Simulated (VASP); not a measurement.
# WS2 (P-6m2) in VASP: further runs

Runs on WS2. Level: PBEsol+D3(BJ). Tasks: single point.

Everything below comes from runs of VASP 6.6.1. Logs are shortened: lines on timing, memory, paths and dates and some standing lists are left out, and cuts for length are marked.

### 1 The cell of the first run

It takes space group P-6m2 (No. 187, hexagonal). The conventional cell has a = 2.960 Å, b = 2.960 Å, c = 5.935 Å, α = 90.00°, β = 90.00°, γ = 120.00°. Within 3.1 Å of W (site symmetry -6m2) lie 6 S at 2.33 Å and 6 W at 2.96 Å. S (site symmetry 3m) has 3 W at 2.33 Å and 7 S at 2.76 to 2.96 Å within 3.1 Å.

### 2 Single point, PBEsol+D3(BJ)

The input, INCAR:

```
SYSTEM = WS2
ALGO     = Normal         ! electronic algorithm
EDIFF    = 1E-6           ! SCF threshold, eV
ENCUT    = 520            ! plane-wave cutoff, eV
GGA      = PS             ! functional
ISIF     = 2              ! what is computed and relaxed
ISMEAR   = 0              ! smearing method
IVDW     = 12             ! dispersion correction
LASPH    = .TRUE.         ! aspherical terms in the spheres
LCHARG   = .TRUE.         ! write CHGCAR
LELF     = .TRUE.         ! ELF
LREAL    = .FALSE.        ! projectors in reciprocal space
LVHAR    = .TRUE.       
LWAVE    = .FALSE.        ! write WAVECAR
NBANDS   = 20             ! bands
NELM     = 100            ! most SCF steps
PREC     = Accurate       ! precision mode
SIGMA    = 0.02           ! smearing width, eV
```

The input, KPOINTS:

```
k-points
0
G
  12 12 6
  0 0 0
```

The input, POSCAR:

```
WS2
1.0
    2.9598278090      0.0000000000      0.0000000000
   -1.4799139045      2.5632860734      0.0000000000
    0.0000000000      0.0000000000      5.9354939334
W S
1 2
Direct
    0.3333333333      0.6666666667      0.0000000000
    0.6666666667      0.3333333333      0.7324402831
    0.6666666667      0.3333333333      0.2675597169
```

Potentials or basis: VASP PAW PBE potentials, release 64 (W_sv, S).

The run is started by

```sh
$ cat potpaw_PBE.64/W_sv/POTCAR potpaw_PBE.64/S/POTCAR > POTCAR
$ mpirun -np 1 vasp_std > vasp.out
```

OUTCAR:

```text
SYSTEM = WS2
   EDIFF = 1E-6
   ENCUT = 520
   GGA = PS
   ISIF = 2
   ISMEAR = 0
   IVDW = 12
   LASPH = .TRUE.
   LREAL = .FALSE.
   NELM = 100
   PREC = Accurate
 IVDW          = 12

 ion  position               nearest neighbor table
   1  0.333  0.667  0.000-   2 2.33   3 2.33   2 2.33   3 2.33   2 2.33   3 2.33
   2  0.667  0.333  0.732-   1 2.33   1 2.33   1 2.33   3 2.76
   3  0.667  0.333  0.268-   1 2.33   1 2.33   1 2.33   2 2.76

  LATTYP: Found a hexagonal cell.
 ALAT       =     2.9598278090
 C/A-ratio  =     2.0053510935

  Lattice vectors:

 A1 = (   2.9598278090,   0.0000000000,   0.0000000000)
 A2 = (  -1.4799139045,   2.5632860734,   0.0000000000)
 A3 = (   0.0000000000,   0.0000000000,   5.9354939334)

Analysis of symmetry for initial positions (statically):
=====================================================================
 Subroutine PRICEL returns:
 Original cell was already a primitive cell.

 Routine SETGRP: Setting up the symmetry group for a
 hexagonal supercell.

 Subroutine GETGRP returns: Found 12 space group operations
 (whereof 12 operations were pure point group operations)
 out of a pool of 24 trial point group operations.

The static configuration has the point symmetry D_3h.

Analysis of symmetry for dynamics (positions and initial velocities):
=====================================================================
 Subroutine PRICEL returns:
 Original cell was already a primitive cell.

 Routine SETGRP: Setting up the symmetry group for a
 hexagonal supercell.

 Subroutine GETGRP returns: Found 12 space group operations
 (whereof 12 operations were pure point group operations)
 out of a pool of 24 trial point group operations.

The dynamic configuration has the point symmetry D_3h.

 Subroutine INISYM returns: Found 12 space group operations
 (whereof 12 operations are pure point group operations),
 and found     1 'primitive' translations

----------------------------------------------------------------------------------------

                                     Primitive cell

  volume of cell :      45.0319

  direct lattice vectors                    reciprocal lattice vectors
     2.959827809  0.000000000  0.000000000     0.337857492  0.195062114  0.000000000
    -1.479913905  2.563286073  0.000000000     0.000000000  0.390124228  0.000000000
     0.000000000  0.000000000  5.935493933     0.000000000  0.000000000  0.168477975

  length of vectors
     2.959827809  2.959827809  5.935493933     0.390124228  0.390124228  0.168477975
[... 83 lines left out ...]
   EDIFF  = 0.1E-05   stopping-criterion for ELM
   LREAL  =      F    real-space projection
   EDIFFG = 0.1E-04   stopping-criterion for IOM
   NSW    =      0    number of steps for IOM
   IBRION =     -1    ionic relax: 0-MD 1-quasi-New 2-CG
   NFREE  =      0    steps in history (QN), initial steepest desc. (CG)
   ISIF   =      2    stress and relaxation
   ISYM   =      2    0-nonsym 1-usesym 2-fastsym
   POTIM  = 0.5000    time-step for ionic-motion
   TEBEG  =    0.0;   TEEND  =   0.0 temperature during run
   PSTRESS=    0.0 pullay stress
   NELECT =      26.0000    total number of electrons
   NUPDOWN=      -1.0000    fix difference up-down
   EMIN   =  10.00;   EMAX   =-10.00  energy-range for DOS
   EFERMI =   0.00;   METHOD = LEGACY
   ISMEAR =     0;   SIGMA  =   0.02  broadening in eV -4-tet -1-fermi 0-gaus
   EFERMI_NEDOS =   21; number of points for ismear=-14 and -15
   IALGO  =     38    algorithm
   IMIX   =      4    mixing-type and parameters
     AMIX     =   0.40;   BMIX     =  1.00
     AMIX_MAG =   1.60;   BMIX_MAG =  1.00
  volume/ion in A,a.u.               =      15.01       101.30
  Fermi-wavevector in a.u.,A,eV,Ry     =   1.363199  2.576072 25.283850  1.858311
  Thomas-Fermi vector in A             =   2.489622
   LORBIT       =      0    0 simple, 1 ext, 2 COOP (PROOUT), +10 PAW based schemes
   GGA     = PS    functional components
   LHFCALC =     F    Hartree Fock is set to
   AEXX    =    0.0000 exact exchange contribution
   IVDW    =    12    specifies the selected vdW correction
   LEPSILON=     F    determine dielectric tensor
   LRPA    =     F    only Hartree local field effects (RPA)
 non-spin polarized calculation
 Gauss-broadening in eV      SIGMA  =   0.02
  energy-cutoff  :      520.00
  volume of cell :       45.03
 maximum number of plane-waves:      1271
 NGX is ok and might be reduce to    24
   NGX = 11   NGY = 11   NGZ = 23

 number of electron      26.0000002 magnetization

 Free energy of the ion-electron system (eV)
  ---------------------------------------------------
  ext. energy  EPLUGINS =         0.00000000
  ---------------------------------------------------
  free energy    TOTEN  =       -24.35104998 eV

  energy without entropy =      -24.35104998  energy(sigma->0) =      -24.35104998

 E-fermi :   9.8549     XC(G=0): -12.0087

 val. band max:        9.7302621933   @ k =   0.0000   0.0000   0.5000
 cond. band min:      10.0846869294   @ k =   0.1667   0.1667   0.0000
 fundamental gap:      0.3544247362
 Fermi energy:         9.8548864694

 k-point     1 :       0.0000    0.0000    0.0000
  band No.  band energies     occupation
      1     -64.6045      2.00000
      2     -29.1137      2.00000
      3     -28.6084      2.00000
      4     -28.6084      2.00000
      5      -7.0480      2.00000
      6      -4.5752      2.00000
[... 541 lines left out ...]
     19      17.1501      0.00000
     20      18.3691      0.00000

 [... further k-points ...]

------------------------ aborting loop because EDIFF is reached ----------------------------------------

 Edisp (eV)   -1.37234

 E8    (eV) :    -0.8903

  FORCE on cell =-STRESS in cart. coord.  units (eV):
  Direction    XX          YY          ZZ          XY          YZ          ZX
  --------------------------------------------------------------------------------------
  -------------------------------------------------------------------------------------
  Total       7.09679     7.09679     7.10506    -0.00000     0.00000     0.00000
  in kB     252.49447   252.49447   252.78896    -0.00000     0.00000     0.00000
  external pressure =      252.59 kB  Pullay stress =        0.00 kB

 VOLUME and BASIS-vectors are now :
 -----------------------------------------------------------------------------
  energy-cutoff  :      520.00
  volume of cell :       45.03
      direct lattice vectors                 reciprocal lattice vectors
     2.959827809  0.000000000  0.000000000     0.337857492  0.195062114  0.000000000
    -1.479913905  2.563286073  0.000000000     0.000000000  0.390124228  0.000000000
     0.000000000  0.000000000  5.935493933     0.000000000  0.000000000  0.168477975

 POSITION                                       TOTAL-FORCE (eV/Angst)
 -----------------------------------------------------------------------------------
     -0.00000      1.70886      0.00000        -0.000000     -0.000000      0.000000
      1.47991      0.85443      4.34739         0.000000      0.000000     -0.015498
      1.47991      0.85443      1.58810         0.000000     -0.000000      0.015498
 -----------------------------------------------------------------------------------
    total drift:                               -0.000000      0.000000     -0.000000

  FREE ENERGIE OF THE ION-ELECTRON SYSTEM (eV)
  ---------------------------------------------------
  free  energy   TOTEN  =       -25.7233917371 eV

  energy  without entropy=      -25.7233917371  energy(sigma->0) =      -25.72339174
```

stdout:

```text
POSCAR found type information on POSCAR W S
 POSCAR found :  2 types and       3 ions
 scaLAPACK will be used
 -----------------------------------------------------------------------------
|                                                                             |
|                                                                             |
|     You enforced a specific xc type in the INCAR file but a different       |
|     I HOPE YOU KNOW WHAT YOU ARE DOING!                                     |
|                                                                             |
 -----------------------------------------------------------------------------

 LDA part: xc-table for (Slater+PW92), standard interpolation
 POSCAR, INCAR and KPOINTS ok, starting setup
 FFT: planning ... GRIDC
 FFT: planning ... GRID_SOFT
 FFT: planning ... GRID
 WAVECAR not read
 entering main loop
```

Run time: 28 s. Hardware: 1 thread of Intel Xeon 6975P-C (Granite Rapids), shared host; peak memory 0.22 GiB.

What came out:

- Free energy: -25.7234 eV
- Pressure: 25.3 GPa
- Largest force: 0.015 eV/Å
- Band gap on the k mesh: 0.35 eV, indirect (least direct gap 1.35 eV)
- Dispersion energy per atom: -0.457 eV

Forces in eV/Å, atoms in the order of the input:
```
W    0.000  0.000  0.000
S    0.000  0.000 -0.015
S    0.000  0.000  0.015
```

Levels at points of the mesh, in eV from the valence-band top:
```
           k point  band 11  band 12  band 13  band 14  band 15  band 16
(0.00, 0.00, 0.00)    -1.86    -1.86    -1.49     2.59     2.59     2.96
(0.50, 0.00, 0.00)    -2.63    -2.07    -1.75     1.92     3.25     4.24
(0.00, 0.00, 0.50)    -1.98    -1.98     0.00     2.59     2.59     3.12
(0.50, 0.00, 0.50)    -4.29    -1.35    -0.97     2.56     3.31     3.61
```

Caveat: the PAW data sets were made with another functional, which shifts forces and pressure a little; spin-orbit coupling is left out, which moves the levels of the heavy elements.

### 3 Single point, PBEsol+D3(BJ)

This run uses another cell than the first one, of 16.17 Å³/atom, 1.077 times its volume.

The input, INCAR:

```
PREC = Accurate
ENCUT = 520
EDIFF = 1E-7
ISMEAR = 0
SIGMA = 0.02
LREAL = F
LASPH = T
NELM = 100
ALGO = Normal
ISIF = 2
LWAVE = F
LCHARG = F
GGA = PS
IVDW = 12
NBANDS = 20
```

The input, KPOINTS:

```
Automatic mesh
0
Gamma
  12 12 6
```

The input, POSCAR:

```
WS2
1.0
    3.0300889562      0.0000000000      0.0000000000
   -1.5150444781      2.6241340118      0.0000000000
    0.0000000000      0.0000000000      6.1010430765
W S
1 2
Direct
    0.3333333333      0.6666666667      0.0000000000
    0.6666666667      0.3333333333      0.7408702831
    0.6666666667      0.3333333333      0.2591297169
```

Potentials or basis: VASP PAW PBE potentials, release 64 (W_sv, S).

The run is started by

```sh
$ cat potpaw_PBE.64/W_sv/POTCAR potpaw_PBE.64/S/POTCAR > POTCAR
$ mpirun -np 1 vasp_std > vasp.out
```

Wall time 29 s (1 thread of Intel Xeon 6975P-C (Granite Rapids), shared host); peak memory 0.22 GiB.

The run converged. Its results:

```
Free energy                : -26.1202 eV
Pressure                   : 12.2 GPa
Largest force              : 0.021 eV/Å
Band gap on the k mesh     : 0.65 eV, indirect (least direct gap 1.83 eV)
Dispersion energy per atom : -0.423 eV
```

Forces on the atoms (eV/Å):
```
W    0.000  0.000  0.000
S    0.000  0.000 -0.021
S    0.000  0.000  0.021
```

Levels at points of the mesh, in eV from the valence-band top:
| k point | band 11 | band 12 | band 13 | band 14 | band 15 | band 16 |
| --- | --- | --- | --- | --- | --- | --- |
| (0.00, 0.00, 0.00) | -1.97 | -1.97 | -1.58 | 2.58 | 2.58 | 2.76 |
| (0.50, 0.00, 0.00) | -2.29 | -2.12 | -1.75 | 2.26 | 2.92 | 4.16 |
| (0.00, 0.00, 0.50) | -2.04 | -2.04 | 0.00 | 2.52 | 2.52 | 2.93 |
| (0.50, 0.00, 0.50) | -4.18 | -1.48 | -1.11 | 2.79 | 2.97 | 3.42 |

Caveat: the PAW data sets were made with another functional, which shifts forces and pressure a little; spin-orbit coupling is left out, which moves the levels of the heavy elements. A k mesh can miss the band edges.
